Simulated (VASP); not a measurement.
Write the native input for VASP 6.6.1 that does the following.

```yaml
Task: single point
Functional: PBEsol
Dispersion: D3(BJ)
Potentials_or_basis: VASP PAW PBE potentials, release 64 (Hg)
Cutoff: 520 eV
k_mesh: 18 × 18 × 10
Occupations: gaussian, width 0.15 eV
Spin: no spin polarisation
Dipole_correction: no
Further_INCAR_settings: ALGO = Fast; EDIFF = 1e-06; NBANDS = 19
```

The structure of Hg lies in POSCAR:

```
Hg
1.0
    3.1119950511      0.0000000000      0.0000000000
   -1.5559975256      2.6950667707      0.0000000000
    0.0000000000      0.0000000000      5.0890455071
Hg
2
Direct
    0.6666666667      0.3333333333      0.7500000000
    0.3333333333      0.6666666667      0.2500000000
```

These files were run (other wordings do the same):

INCAR

```
SYSTEM = Hg
PREC = Accurate ; ENCUT = 520
EDIFF = 1E-6 ; ISMEAR = 0
SIGMA = 0.15 ; LREAL = .FALSE.
LASPH = .TRUE. ; NELM = 60
ALGO = Fast ; ISIF = 2
LWAVE = .FALSE. ; LCHARG = .FALSE.
GGA = PS ; IVDW = 12
NBANDS = 19
```

KPOINTS

```
Automatic mesh
0
G
  18 18 10
  0 0 0
```

Potentials or basis: VASP PAW PBE potentials, release 64 (Hg).

Run with:

```bash
$ cat potpaw_PBE.64/Hg/POTCAR > POTCAR
$ mpirun -np 1 vasp_std > vasp.out
```

Results of the run:

```json
{"Pressure": "1.8 GPa", "Band gap on the k mesh": "zero (bands 12 and 13 overlap by 1.69 eV)", "Dispersion energy per atom": "-0.469 eV"}
```

Caveat: the PAW data sets were made with another functional, which shifts forces and pressure a little; spin-orbit coupling is left out, which moves the levels of the heavy elements.

Wall time 2.2 min on 1 thread of Intel Xeon 8259CL (shared host), peak memory 0.28 GiB.
